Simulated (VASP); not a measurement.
# MgO (Fm-3m) in VASP: a series of runs, part 2 of 2

VASP 6.6.1. Earlier steps stand in the parts before.

## (3) Relaxation of cell and atoms, LDA, target pressure 7 GPa, at which the enthalpy is minimised

This run uses another cell than the first one, of 8.99 Å³/atom.

INCAR

```
SYSTEM = MgO
PREC     = Accurate       ! precision mode
ENCUT    = 600            ! plane-wave cutoff, eV
EDIFF    = 1E-7           ! SCF threshold, eV
ISMEAR   = 0              ! smearing method
SIGMA    = 0.01           ! smearing width, eV
LREAL    = .FALSE.        ! projectors in reciprocal space
LASPH    = .TRUE.         ! aspherical terms in the spheres
NELM     = 120            ! most SCF steps
ALGO     = Normal         ! electronic algorithm
ISIF     = 3              ! what is computed and relaxed
LWAVE    = .FALSE.        ! write WAVECAR
LCHARG   = .FALSE.        ! write CHGCAR
GGA      = CA             ! functional
IBRION   = 2              ! ionic algorithm
NSW      = 80             ! ionic steps
EDIFFG   = -0.001         ! ionic threshold
PSTRESS  = 70.0         
GGA_COMPAT= .FALSE.      
NELMIN   = 4
```

KPOINTS

```
Automatic mesh
0
G
  10 10 10
  0 0 0
```

POSCAR

```
MgO
1.0
    0.0000000000      2.0795508132      2.0795508132
    2.0795508132      0.0000000000      2.0795508132
    2.0795508132      2.0795508132      0.0000000000
Mg O
1 1
Direct
    0.0000000000      0.0000000000      0.0000000000
    0.5000000000      0.5000000000      0.5000000000
```

Potentials or basis: VASP PAW LDA potentials, release 64 (Mg, O).

On the command line:

```
$ cat potpaw_LDA.64/Mg/POTCAR potpaw_LDA.64/O/POTCAR > POTCAR
$ mpirun -np 1 vasp_std > vasp.out
```

OUTCAR:

```text
SYSTEM = MgO
   PREC = Accurate
   ENCUT = 600
   EDIFF = 1E-7
   ISMEAR = 0
   LREAL = .FALSE.
   LASPH = .TRUE.
   NELM = 120
   ISIF = 3
   GGA = CA
   IBRION = 2
   NSW = 80
   EDIFFG = -0.001
   PSTRESS = 70.0
   NELMIN = 4

 ion  position               nearest neighbor table
   1  0.000  0.000  0.000-   2 2.08   2 2.08   2 2.08   2 2.08   2 2.08   2 2.08
   2  0.500  0.500  0.500-   1 2.08   1 2.08   1 2.08   1 2.08   1 2.08   1 2.08

  LATTYP: Found a face centered cubic cell.
 ALAT       =     4.1591016264

  Lattice vectors:

 A1 = (   0.0000000000,   2.0795508132,   2.0795508132)
 A2 = (   2.0795508132,   0.0000000000,   2.0795508132)
 A3 = (   2.0795508132,   2.0795508132,   0.0000000000)

Analysis of symmetry for initial positions (statically):
=====================================================================
 Subroutine PRICEL returns:
 Original cell was already a primitive cell.

 Routine SETGRP: Setting up the symmetry group for a
 face centered cubic supercell.

 Subroutine GETGRP returns: Found 48 space group operations
 (whereof 48 operations were pure point group operations)
 out of a pool of 48 trial point group operations.

The static configuration has the point symmetry O_h .

Analysis of symmetry for dynamics (positions and initial velocities):
=====================================================================
 Subroutine PRICEL returns:
 Original cell was already a primitive cell.

 Routine SETGRP: Setting up the symmetry group for a
 face centered cubic supercell.

 Subroutine GETGRP returns: Found 48 space group operations
 (whereof 48 operations were pure point group operations)
 out of a pool of 48 trial point group operations.

The dynamic configuration has the point symmetry O_h .

 Subroutine INISYM returns: Found 48 space group operations
 (whereof 48 operations are pure point group operations),
 and found     1 'primitive' translations

----------------------------------------------------------------------------------------
[... 127 lines left out ...]
  energy-cutoff  :      600.00
  volume of cell :       17.99
 maximum number of plane-waves:       620
   NGX = 11   NGY = 11   NGZ = 11

--------------------------------------- Ionic step        1  -------------------------------------------

 number of electron       8.0000000 magnetization

 Free energy of the ion-electron system (eV)
  ---------------------------------------------------
  ext. energy  EPLUGINS =         0.00000000
  ---------------------------------------------------
  free energy    TOTEN  =       -13.44826204 eV

  energy without entropy =      -13.44826204  energy(sigma->0) =      -13.44826204

------------------------ aborting loop because EDIFF is reached ----------------------------------------

  FORCE on cell =-STRESS in cart. coord.  units (eV):
  Direction    XX          YY          ZZ          XY          YZ          ZX
  --------------------------------------------------------------------------------------
  -------------------------------------------------------------------------------------
  Total       -0.2180886     -0.2180886     -0.2180886     -0.0000000      0.0000000      0.0000000
  in kB      -19.4269624    -19.4269624    -19.4269624     -0.0000000      0.0000000      0.0000000
  external PRESSURE =     -89.4269624 kB  Pullay stress =      70.0000000 kB
[... 63 lines left out ...]
--------------------------------------- Ionic step        3  -------------------------------------------

 number of electron       7.9999997 magnetization

 Free energy of the ion-electron system (eV)
  ---------------------------------------------------
  ext. energy  EPLUGINS =         0.00000000
  ---------------------------------------------------
  free energy    TOTEN  =       -13.43608487 eV

  energy without entropy =      -13.43608487  energy(sigma->0) =      -13.43608487

 E-fermi :   3.5989     XC(G=0): -12.0097

 val. band max:        3.5565051702   @ k =   0.0000   0.0000   0.0000
 cond. band min:       9.0937704363   @ k =   0.0000   0.0000   0.0000
 fundamental gap:      5.5372652661
 Fermi energy:         3.5988595152

 k-point     1 :       0.0000    0.0000    0.0000
  band No.  band energies     occupation
      1     -13.9148      2.00000
      2       3.5565      2.00000
      3       3.5565      2.00000
      4       3.5565      2.00000
      5       9.0938      0.00000
      6      19.5466      0.00000
      7      19.5466      0.00000
      8      19.5466      0.00000
[... 243 lines left out ...]
 k-point    24 :       0.4000    0.3000    0.0000
  band No.  band energies     occupation
      1     -12.4052      2.00000
      2      -0.3614      2.00000
      3       2.0970      2.00000
      4       2.3445      2.00000
      5      13.4978      0.00000
      6      14.0868      0.00000
      7      17.8056      0.00000
      8      22.5522      0.00000

 [... further k-points ...]

------------------------ aborting loop because EDIFF is reached ----------------------------------------

  FORCE on cell =-STRESS in cart. coord.  units (eV):
  Direction    XX          YY          ZZ          XY          YZ          ZX
  --------------------------------------------------------------------------------------
  -------------------------------------------------------------------------------------
  Total        0.7489822      0.7489822      0.7489822      0.0000000      0.0000000      0.0000000
  in kB       69.9562286     69.9562286     69.9562286      0.0000000      0.0000000      0.0000000
  external PRESSURE =      -0.0437714 kB  Pullay stress =      70.0000000 kB
[... 21 lines left out ...]
  energy  without entropy=      -13.4360848685  energy(sigma->0) =      -13.43608487

  enthalpy is  TOTEN    =       -12.6866340226 eV   P V=        0.7494508459

 reached required accuracy - stopping structural energy minimisation
```

CONTCAR:

```text
MgO
   1.00000000000000
    -0.0000000000000000    2.0469562803671755    2.0469562803671755
     2.0469562803671755    0.0000000000000000    2.0469562803671755
     2.0469562803671755    2.0469562803671755    0.0000000000000000
  Mg              O
     1     1
Direct
     0.0000000000000000    0.0000000000000000    0.0000000000000000
     0.5000000000000000    0.5000000000000000    0.5000000000000000

  0.00000000E+00  0.00000000E+00  0.00000000E+00
  0.00000000E+00  0.00000000E+00  0.00000000E+00
```

Run time: 24 s. Hardware: 1 thread of Intel Xeon 8259CL, shared host; peak memory 0.14 GiB.

What came out:

```yaml
Free_energy: -13.4361 eV
Relaxed_volume: 8.58 Å³/atom
Relaxed_cell: a = 2.895 Å, b = 2.895 Å, c = 2.895 Å, α = 60.00°, β = 60.00°, γ = 60.00°
Space_group_after_relaxing_to_0.1_Å: Fm-3m (No. 225)
Energy_change_on_relaxing_the_run_minimises_the_enthalpy: +6.1 meV/atom
Ionic_steps: 3
Pressure_after_relaxing: 7.0 GPa
Band_gap_on_the_k_mesh: 5.54 eV
```

Step by step:
```csv
step,energy change (eV),largest force (eV/Å),pressure (GPa),volume (Å³)
1,0.0000,0.0000,-1.94,17.99
2,0.0392,0.0000,12.71,16.71
3,0.0122,0.0000,7.00,17.15
```

Final structure:
```yaml
crystal:
  lattice:
    - [0.00000, 2.04696, 2.04696]
    - [2.04696, 0.00000, 2.04696]
    - [2.04696, 2.04696, 0.00000]
  atoms:
    - { symbol: Mg, position: [0.00000, 0.00000, 0.00000] }
    - { symbol: O, position: [0.50000, 0.50000, 0.50000] }
```

Levels at points of the mesh, in eV from the valence-band top:
| k point | band 1 | band 2 | band 3 | band 4 | band 5 | band 6 | band 7 | band 8 |
| --- | --- | --- | --- | --- | --- | --- | --- | --- |
| (0.00, 0.00, 0.00) | -17.47 | 0.00 | 0.00 | 0.00 | 5.54 | 15.99 | 15.99 | 15.99 |
| (0.50, 0.00, 0.00) | -15.88 | -5.09 | -0.77 | -0.77 | 8.28 | 13.38 | 16.89 | 16.89 |
| (0.50, 0.50, 0.00) | -15.58 | -4.52 | -1.50 | -1.50 | 8.96 | 10.66 | 13.81 | 19.96 |

Caveat: the cell is relaxed towards a set pressure, so the run minimises the enthalpy, not the energy. LDA usually gives volumes a few per cent too small.
